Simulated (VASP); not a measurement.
# Pt (P-1) in VASP: single point with PBEsol

Aim: the single point of Pt with PBEsol.

Everything below comes from runs of VASP 6.6.1. Logs are shortened: lines on timing, memory, paths and dates and some standing lists are left out, and cuts for length are marked.

## Step 1: The cell of the first run

The typed cell holds 1 atom: a = 2.891 Å, b = 2.752 Å, c = 2.530 Å, α = 100.99°, β = 115.73°, γ = 113.00°.

## Step 2: Single point, PBEsol

File INCAR:

```
ALGO = Fast
EDIFF = 1E-6
ENCUT = 520
GGA = PS
ISIF = 2
ISMEAR = 0
LASPH = True
LCHARG = False
LREAL = False
LWAVE = False
NBANDS = 11
NELM = 100
PREC = Accurate
SIGMA = 0.15
```

File KPOINTS:

```
k-points
0
Gamma
  16 16 16
```

File POSCAR:

```
Pt
1.0
   -1.7773580102      1.6044233233      1.6206181711
    1.7748574391     -1.4798816346      1.4935759113
    1.5834125680      1.2859361925     -1.4960764824
Pt
1
Direct
    0.0000000000      0.0000000000      0.0000000000
```

Potentials or basis: VASP PAW PBE potentials, release 64 (Pt).

Command:

```console
cat potpaw_PBE.64/Pt/POTCAR > POTCAR
mpirun -np 1 vasp_std > vasp.out
```

OUTCAR:

```text
EDIFF = 1E-6
   ENCUT = 520
   GGA = PS
   ISIF = 2
   ISMEAR = 0
   LASPH = True
   LREAL = False
   NELM = 100
   PREC = Accurate

 ion  position               nearest neighbor table
   1  0.000  0.000  0.000-

  LATTYP: Found a triclinic cell.
 ALAT       =     3.1166844030
 B/A-ratio  =     1.4211189765
 C/A-ratio  =     0.8828400065
 COS(alpha) =     0.0022103110
 COS(beta)  =     0.5203726660
 COS(gamma) =     0.7578785461

  Lattice vectors:

 A1 = (   0.0025005711,  -0.1245416887,  -3.1141940824)
 A2 = (   0.1964460133,  -3.0149012045,  -3.2387357711)
 A3 = (  -1.7748574391,   1.4798816346,  -1.4935759113)

Analysis of symmetry for initial positions (statically):
=====================================================================
 Subroutine PRICEL returns:
 Original cell was already a primitive cell.

 Routine SETGRP: Setting up the symmetry group for a
 triclinic supercell.

 Subroutine GETGRP returns: Found  2 space group operations
 (whereof  2 operations were pure point group operations)
 out of a pool of  2 trial point group operations.

The static configuration has the point symmetry S_2 .

Analysis of symmetry for dynamics (positions and initial velocities):
=====================================================================
 Subroutine PRICEL returns:
 Original cell was already a primitive cell.

 Routine SETGRP: Setting up the symmetry group for a
 triclinic supercell.

 Subroutine GETGRP returns: Found  2 space group operations
 (whereof  2 operations were pure point group operations)
 out of a pool of  2 trial point group operations.

The dynamic configuration has the point symmetry S_2 .

 Subroutine INISYM returns: Found  2 space group operations
 (whereof  2 operations are pure point group operations),
 and found     1 'primitive' translations

----------------------------------------------------------------------------------------

                                     Primitive cell

  volume of cell :      15.0296

  direct lattice vectors                    reciprocal lattice vectors
    -1.777358010  1.604423323  1.620618171     0.019519710  0.334026211  0.307767787
     1.774857439 -1.479881635  1.493575911     0.298368645  0.006184898  0.321102599
     1.583412568  1.285936192 -1.496076482     0.319014585  0.368006963 -0.014461042

  length of vectors
     2.891293647  2.751533679  2.529638728     0.454615816  0.438370826  0.487245884

  position of ions in fractional coordinates (direct lattice)
     0.000000000  0.000000000  0.000000000

  ion indices of the primitive-cell ions
   primitive index   ion index
                 1           1

----------------------------------------------------------------------------------------

 KPOINTS: k-points

Automatic generation of k-mesh.
 Grid dimensions read from file:
 generate k-points for:   16   16   16

 Generating k-lattice:

  Cartesian coordinates                     Fractional coordinates (reciprocal lattice)
     0.001219982  0.020876638  0.019235487     0.062500000  0.000000000  0.000000000
     0.018648040  0.000386556  0.020068912     0.000000000  0.062500000 -0.000000000
     0.019938412  0.023000435 -0.000903815     0.000000000 -0.000000000  0.062500000

  Length of vectors
     0.028413488  0.027398177  0.030452868

  Shift w.r.t. Gamma in fractional coordinates (k-lattice)
     0.000000000  0.000000000  0.000000000

 Subroutine IBZKPT returns following result:
 ===========================================

 Found   2052 irreducible k-points:

 Following reciprocal coordinates:
            Coordinates               Weight
  0.000000  0.000000  0.000000      1.000000
  0.062500 -0.000000  0.000000      2.000000
  0.125000 -0.000000  0.000000      2.000000
  0.187500  0.000000  0.000000      2.000000
  0.250000 -0.000000  0.000000      2.000000
  0.312500 -0.000000  0.000000      2.000000
[... 16 lines left out ...]
 -0.187500  0.062500  0.000000      2.000000
 -0.125000  0.062500 -0.000000      2.000000
 [... further k-points ...]
   k-points           NKPTS =   2052   k-points in BZ     NKDIM =   2052   number of bands    NBANDS=     11
   number of dos      NEDOS =    301   number of ions     NIONS =      1
   total plane-waves  NPLWV =   9600
   dimension x,y,z NGX =    24 NGY =   20 NGZ =   20
   dimension x,y,z NGXF=    48 NGYF=   40 NGZF=   40
   ions per type =               1
   NGX,Y,Z   is equivalent  to a cutoff of  13.80, 12.08, 13.14 a.u.
   NGXF,Y,Z  is equivalent  to a cutoff of  27.60, 24.17, 26.29 a.u.
 SYSTEM =  unknown system
   PREC   = accura    normal or accurate (medium, high low for compatibility)
   ISTART =      0    job   : 0-new  1-cont  2-samecut
   ICHARG =      2    charge: 1-file 2-atom 10-const
   ISPIN  =      1    spin polarized calculation?
   LNONCOLLINEAR =      F non collinear calculations
   LSORBIT =      F    spin-orbit coupling
   LASPH  =      T    aspherical Exc in radial PAW
   ENCUT  =  520.0 eV  38.22 Ry    6.18 a.u.   5.38  5.12  4.70*2*pi/ulx,y,z
   NELM   =    100;   NELMIN=  2; NELMDL= -5     # of ELM steps
   EDIFF  = 0.1E-05   stopping-criterion for ELM
   LREAL  =      F    real-space projection
   EDIFFG = 0.1E-04   stopping-criterion for IOM
   NSW    =      0    number of steps for IOM
   IBRION =     -1    ionic relax: 0-MD 1-quasi-New 2-CG
   NFREE  =      0    steps in history (QN), initial steepest desc. (CG)
   ISIF   =      2    stress and relaxation
   ISYM   =      2    0-nonsym 1-usesym 2-fastsym
   POTIM  = 0.5000    time-step for ionic-motion
   TEBEG  =    0.0;   TEEND  =   0.0 temperature during run
   PSTRESS=    0.0 pullay stress
   NELECT =      10.0000    total number of electrons
   NUPDOWN=      -1.0000    fix difference up-down
   EMIN   =  10.00;   EMAX   =-10.00  energy-range for DOS
   EFERMI =   0.00;   METHOD = LEGACY
   ISMEAR =     0;   SIGMA  =   0.15  broadening in eV -4-tet -1-fermi 0-gaus
   EFERMI_NEDOS =   21; number of points for ismear=-14 and -15
   IALGO  =     68    algorithm
   IMIX   =      4    mixing-type and parameters
     AMIX     =   0.40;   BMIX     =  1.00
     AMIX_MAG =   1.60;   BMIX_MAG =  1.00
  volume/ion in A,a.u.               =      15.03       101.42
  Fermi-wavevector in a.u.,A,eV,Ry     =   1.429199  2.700794 27.791389  2.042610
  Thomas-Fermi vector in A             =   2.549178
   LORBIT       =      0    0 simple, 1 ext, 2 COOP (PROOUT), +10 PAW based schemes
   GGA     = PS    functional components
   LHFCALC =     F    Hartree Fock is set to
   AEXX    =    0.0000 exact exchange contribution
   IVDW    =     0    specifies the selected vdW correction
   LEPSILON=     F    determine dielectric tensor
   LRPA    =     F    only Hartree local field effects (RPA)
 non-spin polarized calculation
 RMM-DIIS sequential band-by-band and
 Gauss-broadening in eV      SIGMA  =   0.15
  energy-cutoff  :      520.00
  volume of cell :       15.03
 maximum number of plane-waves:       420
 NGX is ok and might be reduce to    24
   NGX = 11   NGY = 11   NGZ =  9

 number of electron      10.0000001 magnetization

 Free energy of the ion-electron system (eV)
  ---------------------------------------------------
  ext. energy  EPLUGINS =         0.00000000
  ---------------------------------------------------
  free energy    TOTEN  =        -6.73429966 eV

  energy without entropy =       -6.71929840  energy(sigma->0) =       -6.72679903

 E-fermi :  11.0069     XC(G=0): -13.6251

 val. band max:       11.0059021418   @ k =  -0.3750  -0.2500   0.0625
 cond. band min:      11.0075403465   @ k =   0.3750   0.5000   0.0625
 fundamental gap:      0.0016382047
 Fermi energy:        11.0069382570

 k-point     1 :       0.0000    0.0000    0.0000
  band No.  band energies     occupation
      1       0.8420      2.00000
      2       5.8081      2.00000
      3       7.1852      2.00000
      4       8.2158      2.00000
      5       9.4200      2.00000
      6      10.6954      1.99669
      7      26.3962      0.00000
      8      27.8885      0.00000
      9      29.9122      0.00000
     10      36.1768      0.00000
     11      37.6604      0.00000

 k-point     2 :       0.0625   -0.0000    0.0000
  band No.  band energies     occupation
      1       1.0067      2.00000
      2       5.7899      2.00000
      3       7.2531      2.00000
      4       8.1520      2.00000
      5       9.4667      2.00000
      6      10.6638      1.99878
      7      26.6586      0.00000
      8      28.0112      0.00000
      9      29.8235      0.00000
     10      35.4972      0.00000
     11      37.7800      0.00000

 k-point     3 :       0.1250   -0.0000    0.0000
  band No.  band energies     occupation
      1       1.4818      2.00000
      2       5.7215      2.00000
      3       7.3647      2.00000
      4       8.0966      2.00000
      5       9.6092      2.00000
      6      10.5994      1.99988
      7      27.3795      0.00000
      8      28.2272      0.00000
      9      29.4352      0.00000
     10      33.8117      0.00000
     11      36.3298      0.00000

 k-point     4 :       0.1875    0.0000    0.0000
  band No.  band energies     occupation
      1       2.1971      2.00000
      2       5.5917      2.00000
      3       7.2568      2.00000
      4       8.4338      2.00000
      5       9.8428      2.00000
      6      10.5593      1.99998
      7      27.7527      0.00000
      8      28.0481      0.00000
      9      29.0516      0.00000
     10      32.1559      0.00000
     11      35.6274      0.00000
[... 239 lines left out ...]
 k-point    22 :      -0.2500    0.0625   -0.0000
  band No.  band energies     occupation
      1       2.6672      2.00000
      2       5.5155      2.00000
      3       6.9443      2.00000
      4       8.9606      2.00000
      5      10.1264      2.00000
      6      10.5409      1.99999
      7      26.9419      0.00000
      8      27.0278      0.00000
      9      30.1417      0.00000
     10      30.6839      0.00000
     11      35.7796      0.00000

 k-point    23 :      -0.1875    0.0625    0.0000
  band No.  band energies     occupation
      1       1.8957      2.00000
      2       5.6449      2.00000
      3       7.0409      2.00000
      4       8.5034      2.00000
      5       9.8793      2.00000
      6      10.5206      2.00000
      7      27.3131      0.00000
      8      28.3243      0.00000
      9      29.4772      0.00000
     10      31.9261      0.00000
     11      36.0623      0.00000

 k-point    24 :      -0.1250    0.0625   -0.0000
  band No.  band energies     occupation
      1       1.2991      2.00000
      2       5.7418      2.00000
      3       7.0926      2.00000
      4       8.3396      2.00000
      5       9.6433      2.00000
      6      10.5873      1.99992
      7      26.9003      0.00000
      8      28.3129      0.00000
      9      29.4391      0.00000
     10      34.1468      0.00000
     11      37.1467      0.00000

 [... further k-points ...]

------------------------ aborting loop because EDIFF is reached ----------------------------------------

  FORCE on cell =-STRESS in cart. coord.  units (eV):
  Direction    XX          YY          ZZ          XY          YZ          ZX
  --------------------------------------------------------------------------------------
  -------------------------------------------------------------------------------------
  Total        1.4058622     -0.0887705      1.1033114      1.8917575     -1.0639705     -0.8231114
  in kB      149.8672987     -9.4630886    117.6148662    201.6645560   -113.4210601    -87.7450690
  external PRESSURE =      86.0063588 kB  Pullay stress =       0.0000000 kB

 VOLUME and BASIS-vectors are now :
 -----------------------------------------------------------------------------
  energy-cutoff  :      520.00
  volume of cell :       15.03
      direct lattice vectors                 reciprocal lattice vectors
    -1.777358010  1.604423323  1.620618171     0.019519710  0.334026211  0.307767787
     1.774857439 -1.479881635  1.493575911     0.298368645  0.006184898  0.321102599
     1.583412568  1.285936192 -1.496076482     0.319014585  0.368006963 -0.014461042

 POSITION                                       TOTAL-FORCE (eV/Angst)
 -----------------------------------------------------------------------------------
      0.00000      0.00000      0.00000         0.000000      0.000000     -0.000000
 -----------------------------------------------------------------------------------
    total drift:                               -0.000000     -0.000000      0.000000

  FREE ENERGIE OF THE ION-ELECTRON SYSTEM (eV)
  ---------------------------------------------------
  free  energy   TOTEN  =        -6.7342996560 eV

  energy  without entropy=       -6.7192984035  energy(sigma->0) =       -6.72679903
```

Wall time 5.5 min (1 thread of AMD EPYC 7R43 (Zen 3), shared host); peak memory 0.38 GiB.

What came out:

```yaml
Free_energy: -6.7343 eV
Pressure: 8.6 GPa
Band_gap_on_the_k_mesh: zero (bands 5 and 6 overlap by 3.04 eV)
```

Stress tensor (GPa, compression positive):
```
 14.99  20.17  -8.77
 20.17  -0.95 -11.34
 -8.77 -11.34  11.76
```

Caveat: the cell stands under pressure; the PAW data sets were made with another functional, which shifts forces and pressure a little; spin-orbit coupling is left out, which moves the levels of the heavy elements.
